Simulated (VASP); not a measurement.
Set up this calculation in VASP 6.6.1, as the native input.

```
Task                   : single point
Functional             : PBE
Potentials or basis    : VASP PAW PBE potentials, release 64 (Zn, Ge_d, N)
Cutoff                 : 520 eV
k mesh                 : 4 × 4 × 4
Occupations            : gaussian, width 0.1 eV
Spin                   : no spin polarisation
Dipole correction      : no
Further INCAR settings : ALGO = Normal; EDIFF = 1e-06; NBANDS = 36
```

The structure of Zn3GeN lies in POSCAR:

```
Zn3GeN
1.0
    4.1947155745      0.0000000000      0.0000000000
    0.0000000000      4.1947155745      0.0000000000
    0.0000000000      0.0000000000      4.1947155745
Zn Ge N
3 1 1
Direct
    0.5000000000      0.5000000000      0.0000000000
    0.5000000000      0.0000000000      0.5000000000
    0.0000000000      0.5000000000      0.5000000000
    0.0000000000      0.0000000000      0.0000000000
    0.5000000000      0.5000000000      0.5000000000
```

The cell was generated, and may not be a known phase.

One way to write it, as run:

INCAR

```
ALGO = Normal
EDIFF = 1E-6
ENCUT = 520
GGA = PE
ISIF = 2
ISMEAR = 0
LASPH = T
LCHARG = F
LREAL = F
LWAVE = F
NBANDS = 36
NELM = 60
PREC = Accurate
SIGMA = 0.1
```

KPOINTS

```
k-points
0
Gamma
  4 4 4
```

Potentials or basis: VASP PAW PBE potentials, release 64 (Zn, Ge_d, N).

Command:

```console
$ cat potpaw_PBE.64/Zn/POTCAR potpaw_PBE.64/Ge_d/POTCAR potpaw_PBE.64/N/POTCAR > POTCAR
$ mpirun -np 1 vasp_std > vasp.out
```

Results of the run:

```json
{"Pressure": "0.3 GPa", "Band gap on the k mesh": "zero (an odd number of electrons rules out a gap without spin polarisation)"}
```

Caveat: the k points lie up to 0.37 Å⁻¹ apart, too coarse for converged energies and pressures of a metal.

Wall time 12 s on 1 thread of Intel(R) Xeon(R) 6975P-C (Granite Rapids), with other jobs on the host, peak memory 0.18 GiB.
